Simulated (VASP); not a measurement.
A run of VASP 6.6.1 is set up as follows.

File INCAR:

```
PREC     = Accurate       # precision mode
ENCUT    = 520            # plane-wave cutoff, eV
EDIFF    = 1E-6           # SCF threshold, eV
ISMEAR   = -1             # smearing method
SIGMA    = 0.15           # smearing width, eV
LREAL    = F              # projectors in reciprocal space
LASPH    = T              # aspherical terms in the spheres
NELM     = 80             # most SCF steps
ALGO     = Fast           # electronic algorithm
ISIF     = 2              # what is computed and relaxed
LWAVE    = F              # write WAVECAR
LCHARG   = F              # write CHGCAR
NBANDS   = 18             # bands
```

File KPOINTS:

```
regular mesh
0
Gamma
  14 14 14
```

The input POSCAR:

```
ScPt
1.0
    3.2079405987      0.0000000000      0.0000000000
    0.0000000000      3.2079405987      0.0000000000
    0.0000000000      0.0000000000      3.2079405987
Sc Pt
1 1
Direct
    0.5000000000      0.5000000000      0.5000000000
    0.0000000000      0.0000000000      0.0000000000
```

Potentials or basis: VASP PAW LDA potentials, release 64 (Sc_sv, Pt).

Launch:

```sh
$ cat potpaw_LDA.64/Sc_sv/POTCAR potpaw_LDA.64/Pt/POTCAR > POTCAR
$ mpirun -np 1 vasp_std > vasp.out
```

Question: Estimate the pressure.

Answer: 4.2 GPa.
